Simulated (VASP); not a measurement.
Wanted: the native input for a VASP 6.6.1 run.

```yaml
Task: single point
Functional: PBE
Dispersion: D3(BJ)
Potentials_or_basis: VASP PAW PBE potentials, release 64 (Sn_d, O)
Cutoff: 520 eV
k_mesh: 7 × 7 × 1
Occupations: gaussian, width 0.05 eV
Spin: no spin polarisation
Dipole_correction: yes
Further_INCAR_settings: ALGO = Normal; EDIFF = 1e-06; NBANDS = 50; NELMDL = -8
```

The structure of SnO lies in POSCAR:

```
SnO
1.0
    3.8201708766      0.0000000000      0.0000000000
    0.0000000000      3.8201708766      0.0000000000
    0.0000000000      0.0000000000     22.2260720666
Sn O
4 4
Direct
    0.5000000000      0.0000000000      0.2024649244
    0.0000000000      0.5000000000      0.3087831270
    0.3750000000      0.8750000000      0.4977503897
   -0.1250000000      1.3750000000      0.6040685923
    0.0000000000      0.0000000000      0.2556240257
    0.5000000000      0.5000000000      0.2556240257
   -0.1250000000      0.8750000000      0.5509094910
    0.3750000000      1.3750000000      0.5509094910
```

This cell differs from its parent crystal: layers slid over each other.

These files were run (other wordings do the same):

INCAR

```
SYSTEM = SnO
PREC     = Accurate       ! precision mode
ENCUT    = 520            ! plane-wave cutoff, eV
EDIFF    = 1E-6           ! SCF threshold, eV
ISMEAR   = 0              ! smearing method
SIGMA    = 0.05           ! smearing width, eV
LREAL    = .FALSE.        ! projectors in reciprocal space
LASPH    = .TRUE.         ! aspherical terms in the spheres
NELM     = 120            ! most SCF steps
ALGO     = Normal         ! electronic algorithm
ISIF     = 2              ! what is computed and relaxed
LWAVE    = .FALSE.        ! write WAVECAR
LCHARG   = .TRUE.         ! write CHGCAR
LDIPOL   = .TRUE.       
IDIPOL   = 3            
DIPOL    = 0.5 0.5 0.403
GGA      = PE             ! functional
IVDW     = 12             ! dispersion correction
LELF     = .TRUE.         ! ELF
LVHAR    = .TRUE.       
LVACPOTAV= .TRUE.       
NBANDS   = 50             ! bands
GGA_COMPAT= .FALSE.      
NELMDL   = -8
```

KPOINTS

```
Automatic mesh
0
G
  7 7 1
  0 0 0
```

Potentials or basis: VASP PAW PBE potentials, release 64 (Sn_d, O).

Command:

```sh
$ cat potpaw_PBE.64/Sn_d/POTCAR potpaw_PBE.64/O/POTCAR > POTCAR
$ mpirun -np 1 vasp_std > vasp.out
```

It gave:

* Largest force: 0.174 eV/Å
* Band gap on the k mesh: 2.56 eV (least direct gap 2.58 eV)
* Dispersion energy per atom: -0.155 eV

Caveat: the cell differs from its parent crystal (layers slid over each other); spin-orbit coupling is left out, which moves the levels of the heavy elements.

Run time: 8.4 min on 1 thread of Oxide Virtual Turin-like Processor, with other jobs on the host, peak memory 0.42 GiB.
